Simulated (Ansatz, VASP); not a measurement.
**One calculation of W, two programs**

```
W
1.0
     1.48640    0.85817    2.10523
    -1.48640    0.85817    2.10523
     0.00000   -1.71635    2.10523
W
1
Direct
  0.50000 0.50000 0.50000
```

Alike in both runs: functional PBEsol; k mesh 24 × 24 × 24; occupations gaussian, width 0.1 eV; no spin polarisation.

Ansatz relaxed the structure, and its values are those at the end. VASP's run is a single point on that final structure, the one shown.

```csv
,VASP,Ansatz
version,VASP 6.6.1,Ansatz 0.2.0
potentials or method,"VASP PAW PBE potentials, release 64 (W_sv), cutoff 520 eV","scalar-relativistic, plane waves, PAW"
valence electrons in the cell,14,14
```

|  | VASP | Ansatz | Ansatz less VASP |
| --- | --- | --- | --- |
| gap on the k mesh at the Fermi level (eV) | none | none | - |
| pressure (GPa) | 0.7 | 0.0 | -0.68 |

VASP's potentials were made for PBE, not for PBEsol. A gap of «none» marks a metal or a gap that the smearing closes.

Neither program's run includes spin-orbit coupling.
